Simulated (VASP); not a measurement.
A run of VASP 6.6.1 is set up as follows.

INCAR

```
PREC = Accurate ; ENCUT = 520
EDIFF = 1E-6 ; ISMEAR = 0
SIGMA = 0.02 ; LREAL = Auto
LASPH = True ; NELM = 80
ALGO = Normal ; ISIF = 2
LWAVE = False ; LCHARG = False
GGA = PE ; IVDW = 12
IBRION = 2 ; NSW = 80
EDIFFG = -0.03
```

Contents of KPOINTS:

```
regular mesh
0
Gamma
  2 2 2
```

File POSCAR:

```
Si8O15
1.0
    0.0000000000      5.0462000000      4.4946000000
    4.0970000000      0.0000000000      4.4946000000
    4.0970000000      5.0462000000      0.0000000000
Si O
8 15
Direct
    0.2011000000      0.0489000000      0.9511000000
    0.2989000000      0.4511000000      0.0489000000
    0.7989000000      0.9511000000      0.0489000000
    0.2011000000      0.0489000000      0.4511000000
    0.7011000000      0.5489000000      0.4511000000
    0.7989000000      0.9511000000      0.5489000000
    0.2989000000      0.4511000000      0.5489000000
    0.7011000000      0.5489000000      0.9511000000
    0.4047500000      0.5138500000      0.2197500000
    0.2638500000      0.1547500000      0.6116500000
    0.3616500000      0.7197500000      0.5138500000
    0.0302500000      0.3883500000      0.3452500000
    0.0952500000      0.9861500000      0.2802500000
    0.2361500000      0.3452500000      0.8883500000
    0.1383500000      0.7802500000      0.9861500000
    0.9047500000      0.0138500000      0.7197500000
    0.7638500000      0.6547500000      0.1116500000
    0.8616500000      0.2197500000      0.0138500000
    0.9697500000      0.6116500000      0.6547500000
    0.5952500000      0.4861500000      0.7802500000
    0.7361500000      0.8452500000      0.3883500000
    0.6383500000      0.2802500000      0.4861500000
    0.5302500000      0.8883500000      0.8452500000
```

Potentials or basis: VASP PAW PBE potentials, release 64 (Si, O).

Command:

```sh
$ cat potpaw_PBE.64/Si/POTCAR potpaw_PBE.64/O/POTCAR > POTCAR
$ mpirun -np 1 vasp_std > vasp.out
```

Task: Estimate the energy gained by relaxing.

Result: 16.3 meV/atom.

Task: Predict the band gap on the k mesh.

Result: 3.13 eV.

Task: Estimate the dispersion energy per atom.

Result: -0.239 eV.

Final structure:
```xyz
23
Lattice="0.0000 5.0462 4.4946 4.0970 0.0000 4.4946 4.0970 5.0462 0.0000" Properties=species:S:1:pos:R:3 pbc="T T T"
Si    4.0851    5.8113    1.1080
Si    2.0770    1.7311    3.3642
Si    4.1446    4.2094    7.8373
Si    1.9992    3.2851    1.1985
Si    4.1083    5.8076    5.6153
Si    6.1525    6.8199    7.8815
Si    4.0902    4.2862    3.3659
Si    6.1418    8.3374    5.6146
O     2.9595    3.1271    4.0949
O     3.1439    4.4601    1.8967
O     5.0350    4.4574    4.8497
O     3.0093    1.9211    1.8926
O     5.1733    1.9360    4.8701
O     5.0425    5.6643    2.5988
O     7.2546    5.6248    4.1243
O     2.9807    8.1543    4.1562
O     3.1559    4.4427    6.3723
O     0.9566    4.4479    4.8575
O     5.1927    8.1686    7.1008
O     5.2052    6.9796    4.8391
O     5.0662    5.6415    7.0976
O     3.1473    5.6431    4.1370
O     7.1152    7.0009    6.3844
```

Caveat: the k points lie up to 0.61 Å⁻¹ apart.
